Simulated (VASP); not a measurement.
# Ge (Fd-3m) in VASP: further runs

The runs below take Ge through single point, relaxation of cell and atoms, with LDA.

All numbers are computed with VASP 6.6.1; they aren't measurements. Logs are shortened: lines on timing, memory, paths and dates and some standing lists are left out, and cuts for length are marked.

**The experiment to reproduce.**

From “Temperature-dependent photoluminescence in Ge: experiment and theory”, 2020, arxiv:2003.00143, for a bulk crystal of Ge at 0 K: band gap 0.744 eV (indirect).

The results are compared with them further down.

## (1) The cell of the first run

Symmetry: Fd-3m, No. 227, cubic system. The conventional cell has a = 5.622 Å, b = 5.622 Å, c = 5.622 Å, α = 90.00°, β = 90.00°, γ = 90.00°. Within 3.2 Å of Ge (site symmetry -43m) lie 4 Ge at 2.43 Å.

## (2) Single point, LDA

The input, INCAR:

```
SYSTEM = Ge
  ALGO = Normal
  EDIFF = 1E-6
  ENCUT = 520
  GGA = CA
  ISIF = 2
  ISMEAR = 0
  LASPH = .TRUE.
  LCHARG = .FALSE.
  LREAL = .FALSE.
  LWAVE = .FALSE.
  NBANDS = 21
  NELM = 100
  PREC = Accurate
  SIGMA = 0.05
```

The input, KPOINTS:

```
k-points
0
G
  12 12 12
  0 0 0
```

The input, POSCAR:

```
Ge
1.0
    0.0000000000      2.8108713451      2.8108713451
    2.8108713451      0.0000000000      2.8108713451
    2.8108713451      2.8108713451      0.0000000000
Ge
2
Direct
    0.0000000000      0.0000000000      0.0000000000
    0.2500000000      0.2500000000      0.2500000000
```

Potentials or basis: VASP PAW LDA potentials, release 64 (Ge_d).

Run with:

```sh
$ cat potpaw_LDA.64/Ge_d/POTCAR > POTCAR
$ mpirun -np 1 vasp_std > vasp.out
```

OUTCAR:

```text
SYSTEM = Ge
   EDIFF = 1E-6
   ENCUT = 520
   GGA = CA
   ISIF = 2
   ISMEAR = 0
   LASPH = .TRUE.
   LREAL = .FALSE.
   NELM = 100
   PREC = Accurate

 ion  position               nearest neighbor table
   1  0.000  0.000  0.000-   2 2.43   2 2.43   2 2.43   2 2.43
   2  0.250  0.250  0.250-   1 2.43   1 2.43   1 2.43   1 2.43

  LATTYP: Found a face centered cubic cell.
 ALAT       =     5.6217426902

  Lattice vectors:

 A1 = (   0.0000000000,   2.8108713451,   2.8108713451)
 A2 = (   2.8108713451,   0.0000000000,   2.8108713451)
 A3 = (   2.8108713451,   2.8108713451,   0.0000000000)

Analysis of symmetry for initial positions (statically):
=====================================================================
 Subroutine PRICEL returns:
 Original cell was already a primitive cell.

 Routine SETGRP: Setting up the symmetry group for a
 face centered cubic supercell.

 Subroutine GETGRP returns: Found 48 space group operations
 (whereof 24 operations were pure point group operations)
 out of a pool of 48 trial point group operations.

The static configuration has the point symmetry T_d .
 The point group associated with its full space group is O_h .

Analysis of symmetry for dynamics (positions and initial velocities):
=====================================================================
 Subroutine PRICEL returns:
 Original cell was already a primitive cell.

 Routine SETGRP: Setting up the symmetry group for a
 face centered cubic supercell.

 Subroutine GETGRP returns: Found 48 space group operations
 (whereof 24 operations were pure point group operations)
 out of a pool of 48 trial point group operations.

The dynamic configuration has the point symmetry T_d .
 The point group associated with its full space group is O_h .

 Subroutine INISYM returns: Found 48 space group operations
 (whereof 24 operations are pure point group operations),
 and found     1 'primitive' translations

----------------------------------------------------------------------------------------

                                     Primitive cell

  volume of cell :      44.4174

  direct lattice vectors                    reciprocal lattice vectors
     0.000000000  2.810871345  2.810871345    -0.177880785  0.177880785  0.177880785
     2.810871345  0.000000000  2.810871345     0.177880785 -0.177880785  0.177880785
     2.810871345  2.810871345  0.000000000     0.177880785  0.177880785 -0.177880785

  length of vectors
     3.975172378  3.975172378  3.975172378     0.308098556  0.308098556  0.308098556

  position of ions in fractional coordinates (direct lattice)
     0.000000000  0.000000000  0.000000000
     0.250000000  0.250000000  0.250000000

  ion indices of the primitive-cell ions
   primitive index   ion index
                 1           1
                 2           2

----------------------------------------------------------------------------------------

 KPOINTS: k-points

Automatic generation of k-mesh.
 Grid dimensions read from file:
 generate k-points for:   12   12   12

 Generating k-lattice:

  Cartesian coordinates                     Fractional coordinates (reciprocal lattice)
    -0.014823399  0.014823399  0.014823399     0.083333333  0.000000000  0.000000000
     0.014823399 -0.014823399  0.014823399     0.000000000  0.083333333  0.000000000
     0.014823399  0.014823399 -0.014823399     0.000000000  0.000000000  0.083333333

  Length of vectors
     0.025674880  0.025674880  0.025674880

  Shift w.r.t. Gamma in fractional coordinates (k-lattice)
     0.000000000  0.000000000  0.000000000

 Subroutine IBZKPT returns following result:
 ===========================================

 Found     72 irreducible k-points:

 Following reciprocal coordinates:
            Coordinates               Weight
  0.000000  0.000000  0.000000      1.000000
  0.083333  0.000000  0.000000      8.000000
  0.166667  0.000000  0.000000      8.000000
  0.250000  0.000000  0.000000      8.000000
  0.333333  0.000000  0.000000      8.000000
  0.416667  0.000000  0.000000      8.000000
[... 16 lines left out ...]
  0.500000  0.166667  0.000000     24.000000
 -0.416667  0.166667  0.000000     24.000000
 [... further k-points ...]
   k-points           NKPTS =     72   k-points in BZ     NKDIM =     72   number of bands    NBANDS=     21
   number of dos      NEDOS =    301   number of ions     NIONS =      2
   total plane-waves  NPLWV =  27000
   dimension x,y,z NGX =    30 NGY =   30 NGZ =   30
   dimension x,y,z NGXF=    60 NGYF=   60 NGZF=   60
   ions per type =               2
   NGX,Y,Z   is equivalent  to a cutoff of  12.55, 12.55, 12.55 a.u.
   NGXF,Y,Z  is equivalent  to a cutoff of  25.09, 25.09, 25.09 a.u.
 SYSTEM =  Ge
   PREC   = accura    normal or accurate (medium, high low for compatibility)
   ISTART =      0    job   : 0-new  1-cont  2-samecut
   ICHARG =      2    charge: 1-file 2-atom 10-const
   ISPIN  =      1    spin polarized calculation?
   LNONCOLLINEAR =      F non collinear calculations
   LSORBIT =      F    spin-orbit coupling
   LASPH  =      T    aspherical Exc in radial PAW
   ENCUT  =  520.0 eV  38.22 Ry    6.18 a.u.   7.39  7.39  7.39*2*pi/ulx,y,z
   NELM   =    100;   NELMIN=  2; NELMDL= -5     # of ELM steps
   EDIFF  = 0.1E-05   stopping-criterion for ELM
   LREAL  =      F    real-space projection
   EDIFFG = 0.1E-04   stopping-criterion for IOM
   NSW    =      0    number of steps for IOM
   IBRION =     -1    ionic relax: 0-MD 1-quasi-New 2-CG
   NFREE  =      0    steps in history (QN), initial steepest desc. (CG)
   ISIF   =      2    stress and relaxation
   ISYM   =      2    0-nonsym 1-usesym 2-fastsym
   POTIM  = 0.5000    time-step for ionic-motion
   TEBEG  =    0.0;   TEEND  =   0.0 temperature during run
   PSTRESS=    0.0 pullay stress
   NELECT =      28.0000    total number of electrons
   NUPDOWN=      -1.0000    fix difference up-down
   EMIN   =  10.00;   EMAX   =-10.00  energy-range for DOS
   EFERMI =   0.00;   METHOD = LEGACY
   ISMEAR =     0;   SIGMA  =   0.05  broadening in eV -4-tet -1-fermi 0-gaus
   EFERMI_NEDOS =   21; number of points for ismear=-14 and -15
   IALGO  =     38    algorithm
   IMIX   =      4    mixing-type and parameters
     AMIX     =   0.40;   BMIX     =  1.00
     AMIX_MAG =   1.60;   BMIX_MAG =  1.00
  volume/ion in A,a.u.               =      22.21       149.87
  Fermi-wavevector in a.u.,A,eV,Ry     =   1.403707  2.652622 26.808838  1.970394
  Thomas-Fermi vector in A             =   2.526342
   LORBIT       =      0    0 simple, 1 ext, 2 COOP (PROOUT), +10 PAW based schemes
   GGA     = CA    functional components
   LHFCALC =     F    Hartree Fock is set to
   AEXX    =    0.0000 exact exchange contribution
   IVDW    =     0    specifies the selected vdW correction
   LEPSILON=     F    determine dielectric tensor
   LRPA    =     F    only Hartree local field effects (RPA)
 non-spin polarized calculation
 Gauss-broadening in eV      SIGMA  =   0.05
  energy-cutoff  :      520.00
  volume of cell :       44.42
 maximum number of plane-waves:      1243
 NGX is ok and might be reduce to    30
   NGX = 15   NGY = 15   NGZ = 15

 number of electron      28.0000032 magnetization

 Free energy of the ion-electron system (eV)
  ---------------------------------------------------
  ext. energy  EPLUGINS =         0.00000000
  ---------------------------------------------------
  free energy    TOTEN  =       -10.39101999 eV

  energy without entropy =      -10.39096973  energy(sigma->0) =      -10.39099486

 E-fermi :   4.9452     XC(G=0): -10.3790

 val. band max:        4.9443008057   @ k =   0.0000   0.0000   0.0000
 cond. band min:       5.0375535744   @ k =   0.5000   0.0000   0.0000
 fundamental gap:      0.0932527687
 Fermi energy:         4.9452068015

 k-point     1 :       0.0000    0.0000    0.0000
  band No.  band energies     occupation
      1     -20.0553      2.00000
      2     -20.0553      2.00000
      3     -20.0553      2.00000
      4     -20.0171      2.00000
      5     -20.0171      2.00000
      6     -19.7959      2.00000
[... 13 lines left out ...]
     20      14.5150      0.00000
     21      14.5150      0.00000

 k-point     2 :       0.0833    0.0000    0.0000
  band No.  band energies     occupation
      1     -20.0598      2.00000
      2     -20.0598      2.00000
      3     -20.0541      2.00000
      4     -20.0110      2.00000
      5     -20.0110      2.00000
      6     -19.8027      2.00000
[... 13 lines left out ...]
     20      13.8867      0.00000
     21      13.8867      0.00000

 k-point     3 :       0.1667    0.0000    0.0000
  band No.  band energies     occupation
      1     -20.0678      2.00000
      2     -20.0678      2.00000
      3     -20.0508      2.00000
      4     -19.9988      2.00000
      5     -19.9988      2.00000
      6     -19.8133      2.00000
[... 13 lines left out ...]
     20      13.3013      0.00000
     21      13.3013      0.00000

 k-point     4 :       0.2500    0.0000    0.0000
  band No.  band energies     occupation
      1     -20.0744      2.00000
      2     -20.0744      2.00000
      3     -20.0463      2.00000
      4     -19.9870      2.00000
      5     -19.9870      2.00000
      6     -19.8223      2.00000
[... 13 lines left out ...]
     20      13.2786      0.00000
     21      13.2786      0.00000

 k-point     5 :       0.3333    0.0000    0.0000
  band No.  band energies     occupation
      1     -20.0785      2.00000
      2     -20.0785      2.00000
      3     -20.0416      2.00000
      4     -19.9787      2.00000
      5     -19.9787      2.00000
      6     -19.8281      2.00000
[... 13 lines left out ...]
     20      13.9326      0.00000
     21      13.9326      0.00000

 k-point     6 :       0.4167    0.0000    0.0000
  band No.  band energies     occupation
      1     -20.0804      2.00000
      2     -20.0804      2.00000
      3     -20.0381      2.00000
      4     -19.9743      2.00000
      5     -19.9743      2.00000
      6     -19.8307      2.00000
[... 13 lines left out ...]
     20      15.1113      0.00000
     21      15.1113      0.00000

 k-point     7 :       0.5000    0.0000    0.0000
  band No.  band energies     occupation
      1     -20.0809      2.00000
      2     -20.0809      2.00000
      3     -20.0368      2.00000
      4     -19.9731      2.00000
      5     -19.9731      2.00000
      6     -19.8313      2.00000
[... 13 lines left out ...]
     20      16.0559      0.00000
     21      16.1884      0.00000
[... 291 lines left out ...]
      1     -20.0764      2.00000
      2     -20.0706      2.00000
      3     -20.0565      2.00000
      4     -19.9904      2.00000
      5     -19.9626      2.00000
      6     -19.8653      2.00000
[... 13 lines left out ...]
     20      14.1303      0.00000
     21      14.9726      0.00000

 k-point    21 :       0.3333    0.1667    0.0000
  band No.  band energies     occupation
      1     -20.0866      2.00000
      2     -20.0762      2.00000
      3     -20.0443      2.00000
      4     -19.9789      2.00000
      5     -19.9509      2.00000
      6     -19.8758      2.00000
[... 13 lines left out ...]
     20      14.5759      0.00000
     21      15.2833      0.00000

 k-point    22 :       0.4167    0.1667    0.0000
  band No.  band energies     occupation
      1     -20.0942      2.00000
      2     -20.0808      2.00000
      3     -20.0308      2.00000
      4     -19.9681      2.00000
      5     -19.9464      2.00000
      6     -19.8776      2.00000
[... 13 lines left out ...]
     20      15.1757      0.00000
     21      16.1640      0.00000

 k-point    23 :       0.5000    0.1667    0.0000
  band No.  band energies     occupation
      1     -20.0984      2.00000
      2     -20.0846      2.00000
      3     -20.0194      2.00000
      4     -19.9589      2.00000
      5     -19.9502      2.00000
      6     -19.8703      2.00000
[... 13 lines left out ...]
     20      15.9381      0.00000
     21      16.2196      0.00000

 k-point    24 :      -0.4167    0.1667    0.0000
  band No.  band energies     occupation
      1     -20.0986      2.00000
      2     -20.0872      2.00000
      3     -20.0134      2.00000
      4     -19.9599      2.00000
      5     -19.9522      2.00000
      6     -19.8561      2.00000
[... 13 lines left out ...]
     20      14.6454      0.00000
     21      15.2274      0.00000

 [... further k-points ...]
[... 5 lines left out ...]
  --------------------------------------------------------------------------------------
  -------------------------------------------------------------------------------------
  Total        0.0548647      0.0548647      0.0548647     -0.0000000      0.0000000     -0.0000000
  in kB        1.9790221      1.9790221      1.9790221     -0.0000000      0.0000000     -0.0000000
  external PRESSURE =       1.9790221 kB  Pullay stress =       0.0000000 kB

 VOLUME and BASIS-vectors are now :
 -----------------------------------------------------------------------------
  energy-cutoff  :      520.00
  volume of cell :       44.42
      direct lattice vectors                 reciprocal lattice vectors
     0.000000000  2.810871345  2.810871345    -0.177880785  0.177880785  0.177880785
     2.810871345  0.000000000  2.810871345     0.177880785 -0.177880785  0.177880785
     2.810871345  2.810871345  0.000000000     0.177880785  0.177880785 -0.177880785

 POSITION                                       TOTAL-FORCE (eV/Angst)
 -----------------------------------------------------------------------------------
      0.00000      0.00000      0.00000        -0.000000     -0.000000     -0.000000
      1.40544      1.40544      1.40544         0.000000      0.000000      0.000000
 -----------------------------------------------------------------------------------
    total drift:                                0.000000      0.000000      0.000000

  FREE ENERGIE OF THE ION-ELECTRON SYSTEM (eV)
  ---------------------------------------------------
  free  energy   TOTEN  =       -10.3910199877 eV

  energy  without entropy=      -10.3909697276  energy(sigma->0) =      -10.39099486
```

It took 56 s on 1 thread of Intel Xeon Platinum 8488C (Sapphire Rapids), shared host; peak memory 0.18 GiB.

Results:

| Item | Value |
| --- | --- |
| Free energy | -10.3910 eV |
| Pressure | 0.2 GPa |
| Band gap on the k mesh | 0.03 eV |

Levels at points of the mesh, in eV from the valence-band top:
```
           k point  band 10  band 11  band 12  band 13  band 14  band 15  band 16  band 17  band 18  band 19
(0.00, 0.00, 0.00)   -24.69   -12.95     0.00     0.00     0.00     0.03     2.54     2.54     2.54     6.26
(0.50, 0.00, 0.00)   -24.67   -10.82    -7.72    -1.43    -1.43     0.13     3.73     3.73     6.98    10.52
(0.50, 0.50, 0.00)   -24.65    -9.00    -9.00    -3.14    -3.14     0.64     0.64     9.57     9.57    11.63
```

(Part 1 of 2 ends here.)

The gap in the log of VASP goes by the Fermi energy; the results here count the filled bands.